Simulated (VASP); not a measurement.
# S (R-3) in VASP: notebook

S is run at these levels: PBE; tasks: single point.

Everything below comes from runs of VASP 6.6.1. Logs are shortened: lines on timing, memory, paths and dates and some standing lists are left out, and cuts for length are marked.

**1. The cell of the first run**

The structure is trigonal, space group R-3 (No. 148). The conventional cell has a = 10.766 Å, b = 10.766 Å, c = 4.225 Å, α = 90.00°, β = 90.00°, γ = 120.00°. S (site symmetry 1) has 2 S at 2.07 Å within 2.7 Å.

**2. Single point, PBE**

INCAR

```
PREC = Accurate
ENCUT = 520
EDIFF = 1E-7
ISMEAR = 0
SIGMA = 0.1
LREAL = F
LASPH = T
NELM = 80
ALGO = Normal
ISIF = 2
LWAVE = F
LCHARG = F
GGA = PE
NBANDS = 27
```

KPOINTS

```
Automatic mesh
0
Gamma
  6 6 6
```

POSCAR

```
S
1.0
    5.3830001089      3.1078765619      1.4083300000
   -5.3830001089      3.1078765619      1.4083300000
    0.0000000000     -6.2157531238      1.4083300000
S
6
Direct
    0.5845000000      0.3510000000      0.2465000000
    0.2465000000      0.5845000000      0.3510000000
    0.3510000000      0.2465000000      0.5845000000
    0.4155000000      0.6490000000      0.7535000000
    0.7535000000      0.4155000000      0.6490000000
    0.6490000000      0.7535000000      0.4155000000
```

Potentials or basis: VASP PAW PBE potentials, release 64 (S).

Run with:

```
> cat potpaw_PBE.64/S/POTCAR > POTCAR
> mpirun -np 1 vasp_std > vasp.out
```

OUTCAR:

```text
PREC = Accurate
   ENCUT = 520
   EDIFF = 1E-7
   ISMEAR = 0
   LREAL = F
   LASPH = T
   NELM = 80
   ISIF = 2
   GGA = PE

 ion  position               nearest neighbor table
   1  0.584  0.351  0.246-   5 2.07   6 2.07
   2  0.246  0.584  0.351-   4 2.07   6 2.07
   3  0.351  0.246  0.584-   5 2.07   4 2.07
   4  0.416  0.649  0.754-   2 2.07   3 2.07
   5  0.754  0.416  0.649-   1 2.07   3 2.07
   6  0.649  0.754  0.416-   2 2.07   1 2.07

  LATTYP: Found a trigonal (rhomboedric) cell.
 ALAT       =     6.3733021492
 COS(alpha) =    -0.4267561602

  Lattice vectors:

 A1 = (   5.3830001089,   3.1078765619,   1.4083300000)
 A2 = (  -5.3830001089,   3.1078765619,   1.4083300000)
 A3 = (   0.0000000000,  -6.2157531238,   1.4083300000)

Analysis of symmetry for initial positions (statically):
=====================================================================
 Subroutine PRICEL returns:
 Original cell was already a primitive cell.

 Routine SETGRP: Setting up the symmetry group for a
 trigonal (rhombohedral) supercell.

 Subroutine GETGRP returns: Found  6 space group operations
 (whereof  6 operations were pure point group operations)
 out of a pool of 12 trial point group operations.

The static configuration has the point symmetry S_6 .

Analysis of symmetry for dynamics (positions and initial velocities):
=====================================================================
 Subroutine PRICEL returns:
 Original cell was already a primitive cell.

 Routine SETGRP: Setting up the symmetry group for a
 trigonal (rhombohedral) supercell.

 Subroutine GETGRP returns: Found  6 space group operations
 (whereof  6 operations were pure point group operations)
 out of a pool of 12 trial point group operations.

The dynamic configuration has the point symmetry S_6 .

 Subroutine INISYM returns: Found  6 space group operations
 (whereof  6 operations are pure point group operations),
 and found     1 'primitive' translations

----------------------------------------------------------------------------------------

                                     Primitive cell

  volume of cell :     141.3656

  direct lattice vectors                    reciprocal lattice vectors
     5.383000109  3.107876562  1.408330000     0.092885006  0.053627183  0.236686951
    -5.383000109  3.107876562  1.408330000    -0.092885006  0.053627183  0.236686951
     0.000000000 -6.215753124  1.408330000     0.000000000 -0.107254367  0.236686951

  length of vectors
     6.373302149  6.373302149  6.373302149     0.259854213  0.259854213  0.259854213

  position of ions in fractional coordinates (direct lattice)
     0.584500000  0.351000000  0.246500000
     0.246500000  0.584500000  0.351000000
     0.351000000  0.246500000  0.584500000
     0.415500000  0.649000000  0.753500000
     0.753500000  0.415500000  0.649000000
     0.649000000  0.753500000  0.415500000

  ion indices of the primitive-cell ions
   primitive index   ion index
                 1           1
                 2           2
                 3           3
                 4           4
                 5           5
                 6           6

----------------------------------------------------------------------------------------

 KPOINTS: Automatic mesh

Automatic generation of k-mesh.
 Grid dimensions read from file:
 generate k-points for:    6    6    6

 Generating k-lattice:

  Cartesian coordinates                     Fractional coordinates (reciprocal lattice)
     0.015480834  0.008937864  0.039447825     0.166666667 -0.000000000 -0.000000000
    -0.015480834  0.008937864  0.039447825    -0.000000000  0.166666667 -0.000000000
     0.000000000 -0.017875728  0.039447825    -0.000000000 -0.000000000  0.166666667

  Length of vectors
     0.043309035  0.043309035  0.043309035

  Shift w.r.t. Gamma in fractional coordinates (k-lattice)
     0.000000000  0.000000000  0.000000000

 Subroutine IBZKPT returns following result:
 ===========================================

 Found     40 irreducible k-points:

 Following reciprocal coordinates:
            Coordinates               Weight
  0.000000  0.000000  0.000000      1.000000
  0.166667  0.000000  0.000000      6.000000
  0.333333  0.000000  0.000000      6.000000
  0.500000  0.000000  0.000000      3.000000
  0.166667  0.166667  0.000000      6.000000
  0.333333  0.166667  0.000000      6.000000
[... 16 lines left out ...]
  0.333333  0.333333  0.166667      6.000000
  0.500000  0.333333  0.166667      6.000000
 [... further k-points ...]
   k-points           NKPTS =     40   k-points in BZ     NKDIM =     40   number of bands    NBANDS=     27
   number of dos      NEDOS =    301   number of ions     NIONS =      6
   total plane-waves  NPLWV = 110592
   dimension x,y,z NGX =    48 NGY =   48 NGZ =   48
   dimension x,y,z NGXF=    96 NGYF=   96 NGZF=   96
   ions per type =               6
   NGX,Y,Z   is equivalent  to a cutoff of  12.52, 12.52, 12.52 a.u.
   NGXF,Y,Z  is equivalent  to a cutoff of  25.04, 25.04, 25.04 a.u.
 SYSTEM =  unknown system
   PREC   = accura    normal or accurate (medium, high low for compatibility)
   ISTART =      0    job   : 0-new  1-cont  2-samecut
   ICHARG =      2    charge: 1-file 2-atom 10-const
   ISPIN  =      1    spin polarized calculation?
   LNONCOLLINEAR =      F non collinear calculations
   LSORBIT =      F    spin-orbit coupling
   LASPH  =      T    aspherical Exc in radial PAW
   ENCUT  =  520.0 eV  38.22 Ry    6.18 a.u.  11.85 11.85 11.85*2*pi/ulx,y,z
   NELM   =     80;   NELMIN=  2; NELMDL= -5     # of ELM steps
   EDIFF  = 0.1E-06   stopping-criterion for ELM
   LREAL  =      F    real-space projection
   EDIFFG = 0.1E-05   stopping-criterion for IOM
   NSW    =      0    number of steps for IOM
   IBRION =     -1    ionic relax: 0-MD 1-quasi-New 2-CG
   NFREE  =      0    steps in history (QN), initial steepest desc. (CG)
   ISIF   =      2    stress and relaxation
   ISYM   =      2    0-nonsym 1-usesym 2-fastsym
   POTIM  = 0.5000    time-step for ionic-motion
   TEBEG  =    0.0;   TEEND  =   0.0 temperature during run
   PSTRESS=    0.0 pullay stress
   NELECT =      36.0000    total number of electrons
   NUPDOWN=      -1.0000    fix difference up-down
   EMIN   =  10.00;   EMAX   =-10.00  energy-range for DOS
   EFERMI =   0.00;   METHOD = LEGACY
   ISMEAR =     0;   SIGMA  =   0.10  broadening in eV -4-tet -1-fermi 0-gaus
   EFERMI_NEDOS =   21; number of points for ismear=-14 and -15
   IALGO  =     38    algorithm
   IMIX   =      4    mixing-type and parameters
     AMIX     =   0.40;   BMIX     =  1.00
     AMIX_MAG =   1.60;   BMIX_MAG =  1.00
  volume/ion in A,a.u.               =      23.56       159.00
  Fermi-wavevector in a.u.,A,eV,Ry     =   1.037674  1.960920 14.650317  1.076768
  Thomas-Fermi vector in A             =   2.172123
   LORBIT       =      0    0 simple, 1 ext, 2 COOP (PROOUT), +10 PAW based schemes
   GGA     = PE    functional components
   LHFCALC =     F    Hartree Fock is set to
   AEXX    =    0.0000 exact exchange contribution
   IVDW    =     0    specifies the selected vdW correction
   LEPSILON=     F    determine dielectric tensor
   LRPA    =     F    only Hartree local field effects (RPA)
 non-spin polarized calculation
 Gauss-broadening in eV      SIGMA  =   0.10
  energy-cutoff  :      520.00
  volume of cell :      141.37
 maximum number of plane-waves:      3830
   NGX = 23   NGY = 23   NGZ = 23

 number of electron      36.0000003 magnetization

 Free energy of the ion-electron system (eV)
  ---------------------------------------------------
  ext. energy  EPLUGINS =         0.00000000
  ---------------------------------------------------
  free energy    TOTEN  =       -24.25073595 eV

  energy without entropy =      -24.25073595  energy(sigma->0) =      -24.25073595

 E-fermi :   3.3647     XC(G=0):  -8.6896

 val. band max:        2.9133211458   @ k =   0.5000   0.5000   0.5000
 cond. band min:       4.9234483657   @ k =  -0.3333   0.3333   0.1667
 fundamental gap:      2.0101272199
 Fermi energy:         3.3647049225

 k-point     1 :       0.0000    0.0000    0.0000
  band No.  band energies     occupation
      1     -13.9207      2.00000
      2     -11.9536      2.00000
      3     -11.9536      2.00000
      4      -8.7813      2.00000
      5      -8.7813      2.00000
      6      -5.9275      2.00000
[... 19 lines left out ...]
     26       9.9478      0.00000
     27       9.9496      0.00000

 k-point     2 :       0.1667    0.0000    0.0000
  band No.  band energies     occupation
      1     -13.8689      2.00000
      2     -11.9811      2.00000
      3     -11.9506      2.00000
      4      -8.7676      2.00000
      5      -8.7107      2.00000
      6      -6.0085      2.00000
[... 19 lines left out ...]
     26       9.7301      0.00000
     27       9.9882      0.00000

 k-point     3 :       0.3333    0.0000    0.0000
  band No.  band energies     occupation
      1     -13.7583      2.00000
      2     -12.0396      2.00000
      3     -11.9447      2.00000
      4      -8.7396      2.00000
      5      -8.5645      2.00000
      6      -6.1973      2.00000
[... 19 lines left out ...]
     26      10.0386      0.00000
     27      10.3227      0.00000

 k-point     4 :       0.5000    0.0000    0.0000
  band No.  band energies     occupation
      1     -13.6989      2.00000
      2     -12.0712      2.00000
      3     -11.9418      2.00000
      4      -8.7254      2.00000
      5      -8.4883      2.00000
      6      -6.3026      2.00000
[... 19 lines left out ...]
     26      10.4085      0.00000
     27      10.8896      0.00000

 k-point     5 :       0.1667    0.1667    0.0000
  band No.  band energies     occupation
      1     -13.7818      2.00000
      2     -11.9738      2.00000
      3     -11.9554      2.00000
      4      -8.6974      2.00000
      5      -8.6410      2.00000
      6      -6.2171      2.00000
[... 19 lines left out ...]
     26       9.9740      0.00000
     27      10.3275      0.00000

 k-point     6 :       0.3333    0.1667    0.0000
  band No.  band energies     occupation
      1     -13.6991      2.00000
      2     -12.0502      2.00000
      3     -11.9640      2.00000
      4      -8.6854      2.00000
      5      -8.5301      2.00000
      6      -6.2999      2.00000
[... 444 lines left out ...]
      1     -13.8100      2.00000
      2     -12.1504      2.00000
      3     -12.0298      2.00000
      4      -8.7987      2.00000
      5      -8.5927      2.00000
      6      -5.7855      2.00000
[... 19 lines left out ...]
     26       9.7949      0.00000
     27      10.0164      0.00000

 k-point    22 :      -0.1667    0.1667    0.1667
  band No.  band energies     occupation
      1     -13.8312      2.00000
      2     -12.0360      2.00000
      3     -11.9873      2.00000
      4      -8.7723      2.00000
      5      -8.6664      2.00000
      6      -5.9278      2.00000
[... 19 lines left out ...]
     26       9.7954      0.00000
     27      10.2309      0.00000

 k-point    23 :       0.3333    0.3333    0.1667
  band No.  band energies     occupation
      1     -13.7015      2.00000
      2     -12.2217      2.00000
      3     -12.1073      2.00000
      4      -8.6799      2.00000
      5      -8.4927      2.00000
      6      -5.9762      2.00000
[... 19 lines left out ...]
     26       9.5484      0.00000
     27       9.9469      0.00000

 k-point    24 :       0.5000    0.3333    0.1667
  band No.  band energies     occupation
      1     -13.7311      2.00000
      2     -12.2631      2.00000
      3     -12.0919      2.00000
      4      -8.7785      2.00000
      5      -8.4963      2.00000
      6      -5.7362      2.00000
[... 19 lines left out ...]
     26       9.5117      0.00000
     27       9.9814      0.00000

 [... further k-points ...]
[... 5 lines left out ...]
  --------------------------------------------------------------------------------------
  -------------------------------------------------------------------------------------
  Total        1.6383110      1.6383110      1.5472645     -0.0000001      0.0000000      0.0000000
  in kB       18.5679130     18.5679130     17.5360310     -0.0000009      0.0000000      0.0000000
  external PRESSURE =      18.2239523 kB  Pullay stress =       0.0000000 kB

 VOLUME and BASIS-vectors are now :
 -----------------------------------------------------------------------------
  energy-cutoff  :      520.00
  volume of cell :      141.37
      direct lattice vectors                 reciprocal lattice vectors
     5.383000109  3.107876562  1.408330000     0.092885006  0.053627183  0.236686951
    -5.383000109  3.107876562  1.408330000    -0.092885006  0.053627183  0.236686951
     0.000000000 -6.215753124  1.408330000     0.000000000 -0.107254367  0.236686951

 POSITION                                       TOTAL-FORCE (eV/Angst)
 -----------------------------------------------------------------------------------
      1.25693      1.37524      1.66465         0.057198      0.085244     -0.009968
     -1.81945      0.40092      1.66465        -0.102423      0.006913     -0.009968
      0.56252     -1.77615      1.66465         0.045225     -0.092157     -0.009968
     -1.25693     -1.37524      2.56034        -0.057198     -0.085244      0.009968
      1.81945     -0.40092      2.56034         0.102423     -0.006913      0.009968
     -0.56252      1.77615      2.56034        -0.045225      0.092157      0.009968
 -----------------------------------------------------------------------------------
    total drift:                                0.000000     -0.000000      0.000000

  FREE ENERGIE OF THE ION-ELECTRON SYSTEM (eV)
  ---------------------------------------------------
  free  energy   TOTEN  =       -24.2507359533 eV

  energy  without entropy=      -24.2507359533  energy(sigma->0) =      -24.25073595
```

Wall time 2.9 min (1 thread of Intel Xeon Platinum 8488C (Sapphire Rapids), shared host); peak memory 0.34 GiB.

What came out:

* Free energy: -24.2507 eV
* Pressure: 1.8 GPa
* Largest force: 0.103 eV/Å
* Band gap on the k mesh: 2.01 eV (least direct gap 2.09 eV)

Forces in eV/Å, atoms in the order of the input:
```
S    0.057  0.085 -0.010
S   -0.102  0.007 -0.010
S    0.045 -0.092 -0.010
S   -0.057 -0.085  0.010
S    0.102 -0.007  0.010
S   -0.045  0.092  0.010
```

Caveat: this functional lacks dispersion, which holds the molecules together, so the pressure and a relaxed volume are unreliable. A k mesh can miss the band edges.

**3. Single point, PBE**

This run uses another cell than the first one, of 33.19 Å³/atom.

INCAR

```
SYSTEM = S
PREC     = Accurate       ! precision mode
ENCUT    = 520            ! plane-wave cutoff, eV
EDIFF    = 1E-7           ! SCF threshold, eV
ISMEAR   = 0              ! smearing method
SIGMA    = 0.02           ! smearing width, eV
LREAL    = .FALSE.        ! projectors in reciprocal space
LASPH    = .TRUE.         ! aspherical terms in the spheres
NELM     = 100            ! most SCF steps
ALGO     = Normal         ! electronic algorithm
ISIF     = 2              ! what is computed and relaxed
LWAVE    = .FALSE.        ! write WAVECAR
LCHARG   = .TRUE.         ! write CHGCAR
GGA      = PE             ! functional
LELF     = .TRUE.         ! ELF
LVHAR    = .TRUE.       
NBANDS   = 27             ! bands
```

KPOINTS

```
Automatic mesh
0
G
  6 6 6
  0 0 0
```

POSCAR

```
S
1.0
    5.5045141669      3.1780327360      1.8971419408
   -5.5045141669      3.1780327360      1.8971419408
    0.0000000000     -6.3560654720      1.8971419408
S
6
Direct
    0.6092023642      0.3794170361      0.2755945973
    0.2755945973      0.6092023642      0.3794170361
    0.3794170361      0.2755945973      0.6092023642
    0.3907976358      0.6205829639      0.7244054027
    0.7244054027      0.3907976358      0.6205829639
    0.6205829639      0.7244054027      0.3907976358
```

Potentials or basis: VASP PAW PBE potentials, release 64 (S).

Run with:

```
> cat potpaw_PBE.64/S/POTCAR > POTCAR
> mpirun -np 1 vasp_std > vasp.out
```

Run time: 4.5 min. Hardware: 1 thread of Intel Xeon Platinum 8488C (Sapphire Rapids), shared host; peak memory 0.4 GiB.

It converged, with:

* Free energy: -24.4264 eV
* Pressure: -0.4 GPa
* Largest force: 0.129 eV/Å
* Band gap on the k mesh: 2.51 eV (least direct gap 2.68 eV)

Forces in eV/Å, atoms in the order of the input:
```
S   -0.064 -0.071  0.087
S    0.094 -0.020  0.087
S   -0.030  0.091  0.087
S    0.064  0.071 -0.087
S   -0.094  0.020 -0.087
S    0.030 -0.091 -0.087
```

Stress tensor (GPa, compression positive):
```
-0.47  0.00  0.00
 0.00 -0.47  0.00
 0.00  0.00 -0.22
```

Levels at points of the mesh, in eV from the valence-band top:
```csv
k point,band 15,band 16,band 17,band 18,band 19,band 20,band 21,band 22
"(0.00, 0.00, 0.00)",-0.63,-0.60,-0.60,-0.33,2.78,2.78,3.85,3.92
"(0.50, 0.00, 0.00)",-0.72,-0.67,-0.55,0.00,2.84,2.96,3.47,4.01
"(0.50, 0.50, 0.00)",-0.76,-0.75,-0.66,-0.21,2.55,3.10,3.44,3.72
"(0.50, 0.50, 0.50)",-1.07,-0.67,-0.67,-0.16,2.55,2.55,3.70,4.03
```

Caveat: this functional lacks dispersion, which holds the molecules together, so the pressure and a relaxed volume are unreliable.
